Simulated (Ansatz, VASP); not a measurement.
## Two plane-wave programs on AlBiP3

```
CELL_PARAMETERS angstrom
3.06455 5.30795 0.00000
-3.06455 5.30795 0.00000
0.00000 -3.53863 5.09037
ATOMIC_POSITIONS crystal
Bi 0.00000 0.00000 0.00000
Bi 0.50000 0.50000 0.50000
P 0.49070 0.43540 0.87430
P 0.94820 0.49070 0.87430
P 0.43540 0.94820 0.87430
P 0.44820 0.93540 0.37430
P 0.93540 0.99070 0.37430
P 0.99070 0.44820 0.37430
Al 0.22220 0.22220 0.66660
Al 0.72220 0.72220 0.16660
```

Alike in both runs: task single point; functional PBE; k mesh 7 × 7 × 7; no spin polarisation.

|  | VASP | Ansatz |
| --- | --- | --- |
| version | VASP 6.6.1 | Ansatz 0.2.0 |
| potentials or method | VASP PAW PBE potentials, release 64 (Bi_d, P, Al), cutoff 520 eV | PAW plane waves |
| occupations | fermi-dirac, width 0.1 eV | fermi-dirac |
| valence electrons in the cell | 66 | 66 |

Ansatz gave:

```
rms of the force components (eV/Å) : 1.331
```

Task: Which values does VASP return?

Result: rms of the force components (eV/Å): 1.326.

Atom by atom the forces differ by 0.007 eV/Å (rms over components). Ansatz's warnings: structure snapped to symmetry.

Spin-orbit coupling is off throughout.
